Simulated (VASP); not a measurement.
Crystal: ZnSe.

```xyz
2
Lattice="0.0000 2.8338 2.8338 2.8338 0.0000 2.8338 2.8338 2.8338 0.0000" Properties=species:S:1:pos:R:3 pbc="T T T"
Zn    0.0000    0.0000    0.0000
Se    1.4169    1.4169    1.4169
```

* Program: VASP 6.6.1
* Task: relaxation of cell and atoms
* Functional: PBE
* Potentials or basis: VASP PAW PBE potentials, release 64 (Zn, Se)
* Cutoff: 600 eV
* k mesh: 8 × 8 × 8
* Occupations: gaussian, width 0.02 eV
* Spin: no spin polarisation

At the start: pressure 2.3 GPa; volume 22.76 Å³/atom.

Task: How do energy, volume and symmetry change on relaxing?

Result: Over 4 steps the energy falls by 6.1 meV/atom and the volume is 23.66 Å³/atom (+4.0 %); space group F-43m (No. 216, to 0.05 Å).

The path:
```csv
step,energy change (eV),largest force (eV/Å),pressure (GPa),volume (Å³)
1,0.0000,0.0000,2.34,45.51
2,-0.0114,0.0000,-0.55,47.73
3,-0.0122,0.0000,0.11,47.25
4,-0.0122,0.0000,-0.06,47.33
```

Final structure:
```
CELL_PARAMETERS angstrom
0.00000 2.87100 2.87100
2.87100 0.00000 2.87100
2.87100 2.87100 0.00000
ATOMIC_POSITIONS crystal
Zn 0.00000 0.00000 0.00000
Se 0.25000 0.25000 0.25000
```
